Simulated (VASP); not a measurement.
MnO2, 3 atoms in the cell. The cell holds a sheet with vacuum, 3 atoms: a = 2.993 Å, b = 2.993 Å, c = 17.000 Å, α = 90.00°, β = 90.00°, γ = 120.00°. The cell was built from a structure type or drawn by symmetry, and may not be a known phase.

```yaml
Program: VASP 6.6.1
Task: single point
Functional: PBE
Potentials_or_basis: VASP PAW PBE potentials, release 64 (Mn_pv, O)
Cutoff: 520 eV
k_mesh: 6 × 6 × 1
Occupations: gaussian, width 0.1 eV
Spin: collinear spin, ferromagnetic start
Starting_moments: "[4.0, 0.0, 0.0] μB"
Dipole_correction: yes
Further_INCAR_settings: ALGO = Normal; EDIFF = 1e-06; NBANDS = 24
```

Potentials or basis: VASP PAW PBE potentials, release 64 (Mn_pv, O).

The run is started by

```sh
$ cat potpaw_PBE.64/Mn_pv/POTCAR potpaw_PBE.64/O/POTCAR > POTCAR
$ mpirun -np 1 vasp_std > vasp.out
```

Hardware: 1 thread of Intel Xeon 8259CL, with other jobs on the host.

Task: How long does it take, and how much memory?

Result: Run time: 2.2 min on 1 thread of Intel Xeon 8259CL, with other jobs on the host, peak memory 0.31 GiB. Counts: scf iterations 26, k points 7.
